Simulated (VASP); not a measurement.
A run of VASP 6.6.1 is set up as follows.

INCAR

```
SYSTEM = H3W12C
PREC = Accurate
ENCUT = 520
EDIFF = 1E-6
ISMEAR = 0
SIGMA = 0.1
LREAL = Auto
LASPH = .TRUE.
NELM = 80
ALGO = Normal
ISIF = 2
LWAVE = .FALSE.
LCHARG = .TRUE.
LDIPOL = .TRUE.
IDIPOL = 3
DIPOL = 0.5 0.5 0.492
GGA = PE
IVDW = 12
LELF = .TRUE.
LVHAR = .TRUE.
LVACPOTAV = .TRUE.
NBANDS = 102
```

Contents of KPOINTS:

```
regular mesh
0
G
  4 4 1
  0 0 0
```

The input POSCAR:

```
H3W12C
1.0
    5.4721979593      0.0000000000      0.0000000000
   -1.8240659864      5.1592377134      0.0000000000
    0.0000000000      0.0000000000     22.8408328802
W C H
12 1 3
Direct
    0.2500000000      0.2500000000      0.3502499249
    0.2500000000      0.7500000000      0.3502499249
    0.7500000000      0.2500000000      0.3502499249
    0.7500000000      0.7500000000      0.3502499249
    0.5018315609      0.4987213585      0.4461705290
    0.5027064130     -0.0027443446      0.4447939899
    0.0006425371      0.4993657313      0.4456898470
    0.0012376822     -0.0018282796      0.4461835643
    0.7473419297      0.7526551379      0.5424900164
    0.7553955219      0.2473597141      0.5429270438
    0.2528215437      0.7445190538      0.5429351153
    0.2568888069      0.2430717902      0.5403378392
    0.9202765631      0.5800803441      0.6155412572
    0.8081822446      0.6922109883      0.6379797003
    0.8407660975      0.3771457774      0.6340830149
    1.1232261783      0.6595320345      0.6340935426
```

Potentials or basis: VASP PAW PBE potentials, release 64 (W_sv, C, H).

Launch:

```bash
$ cat potpaw_PBE.64/W_sv/POTCAR potpaw_PBE.64/C/POTCAR potpaw_PBE.64/H/POTCAR > POTCAR
$ mpirun -np 1 vasp_std > vasp.out
```

(1) Estimate the largest force.

(2) Estimate the dispersion energy per atom.

(3) Predict the band gap on the k mesh.

Answers

(1) 0.213 eV/Å.

(2) -0.358 eV.

(3) zero (an odd number of electrons rules out a gap without spin polarisation).

Caveat: spin-orbit coupling is left out, which moves the levels of the heavy elements.
